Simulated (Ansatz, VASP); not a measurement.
**One calculation of Pd, two programs**

INCAR

```
AGGAC    = 1.0          
AGGAX    = 1.0          
ALDAC    = 0.0          
ALDAX    = 1.0          
ALGO     = Normal         # electronic algorithm
EDIFF    = 1E-6           # SCF threshold, eV
ENCUT    = 520            # plane-wave cutoff, eV
GGA      = B5             # functional
ISIF     = 2              # what is computed and relaxed
ISMEAR   = -1             # smearing method
ISPIN    = 2              # spin polarisation
LASPH    = True           # aspherical terms in the spheres
LCHARG   = False          # write CHGCAR
LMAXMIX  = 4              # l up to which the mixer works
LORBIT   = 11             # projections on sites
LREAL    = False          # projectors in reciprocal space
LWAVE    = False          # write WAVECAR
MAGMOM   = 0.5 -0.5       # initial moments
NBANDS   = 21             # bands
NELM     = 150            # most SCF steps
PREC     = Accurate       # precision mode
SIGMA    = 0.05           # smearing width, eV
```

File KPOINTS:

```
k-points
0
Gamma
  16 16 16
```

POSCAR

```
Pd
1.0
    3.1163753858      0.0000000000      0.0000000000
    0.0000000000      3.1163753858      0.0000000000
    0.0000000000      0.0000000000      3.1163753858
Pd
2
Direct
    0.0000000000      0.0000000000      0.0000000000
    0.5000000000      0.5000000000      0.5000000000
```

Input for Ansatz:

```yaml
crystal:
  lattice:
    - [3.1163753858, 0.0, 0.0]
    - [0.0, 3.1163753858, 0.0]
    - [0.0, 0.0, 3.1163753858]
  atoms:
    - { symbol: Pd, position: [0.0, 0.0, 0.0], spin: 0.5 }
    - { symbol: Pd, position: [0.5, 0.5, 0.5], spin: -0.5 }
hamiltonian:
  xc: blyp
  pseudopotentials:
    kind: paw
    azcp:
      Pd: "pseudopotentials/Pd.paw.azcp"
basis:
  ecutwfc: 420
  fft_grid_basis: typed
kpoints:
  mp_grid: { grid: [16, 16, 16], shift: [0, 0, 0] }
magnetization:
  spin_polarized: true
scf:
  occupations: { method: fermi_dirac, width: 0.05 }
output:
  stress: true
  write_density: true
  write_potential: true
  elf: true
  volumetric_format: npy
```

Alike in both runs: task single point; functional BLYP; k mesh 16 × 16 × 16; occupations fermi-dirac, width 0.05 eV; collinear spin.

|  | VASP | Ansatz |
| --- | --- | --- |
| version | VASP 6.6.1 | Ansatz 0.2.0 |
| potentials or method | VASP PAW PBE potentials, release 64 (Pd), cutoff 520 eV | plane waves (420 eV) with PAW, scalar-relativistic |
| valence electrons in the cell | 20 | 36 |

Ansatz gave:

```
pressure (GPa)           : 14.0
net moment per atom (μB) : 0.00
```

What did VASP give for the same quantities?

Pressure (GPa): 14.4; net moment per atom (μB): 0.00.

VASP's potentials were made for PBE, not for BLYP. With one functional, cell and mesh, what is left measures potentials, basis and numerics. VASP's potentials hold 20 valence electrons a cell and Ansatz's 36, so a difference there can come from the potentials and not from the codes. Ansatz's warnings: seeded moment not kept.
